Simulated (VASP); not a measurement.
Here is a VASP 6.6.1 calculation.

INCAR

```
PREC = Accurate ; ENCUT = 520
EDIFF = 1E-7 ; ISMEAR = 0
SIGMA = 0.1 ; LREAL = F
LASPH = T ; NELM = 80
ALGO = Normal ; ISIF = 2
LWAVE = F ; LCHARG = F
GGA = PE ; NBANDS = 33
```

KPOINTS

```
Automatic mesh
0
Gamma
  4 4 4
```

File POSCAR:

```
TiTe2
1.0
    4.7530986519      0.0000000000      0.0000000000
    0.0000000000      4.7530986519      0.0000000000
    0.0000000000      0.0000000000      7.2522855432
Ti Te
2 4
Direct
    0.0000000000      0.5000000000      0.7000000000
    0.5000000000      0.0000000000      0.3000000000
    0.0000000000      0.0000000000      0.0000000000
    0.5000000000      0.5000000000      0.0000000000
    0.0000000000      0.5000000000      0.2700000000
    0.5000000000      0.0000000000      0.7300000000
```

Potentials or basis: VASP PAW PBE potentials, release 64 (Ti_sv, Te).

Launch:

```console
$ cat potpaw_PBE.64/Ti_sv/POTCAR potpaw_PBE.64/Te/POTCAR > POTCAR
$ mpirun -np 1 vasp_std > vasp.out
```

Question: Estimate the largest force.

Answer: 3.621 eV/Å.

Question: Estimate the pressure.

Answer: -1.9 GPa.

Question: Estimate the band gap on the k mesh.

Answer: Zero (band 24 reaches 7.52 eV, above the bottom of band 25 at 7.14 eV).

Forces in eV/Å, atoms in the order of the input:
```
Ti   0.000  0.000  1.082
Ti   0.000  0.000 -1.082
Te   0.000  0.000  0.000
Te   0.000  0.000  0.000
Te   0.000  0.000  3.621
Te   0.000  0.000 -3.621
```

Caveat: spin-orbit coupling is left out, which moves the levels of the heavy elements; forces of over 1 eV/Å act on the atoms, so gaps and moduli don't describe the material at rest.
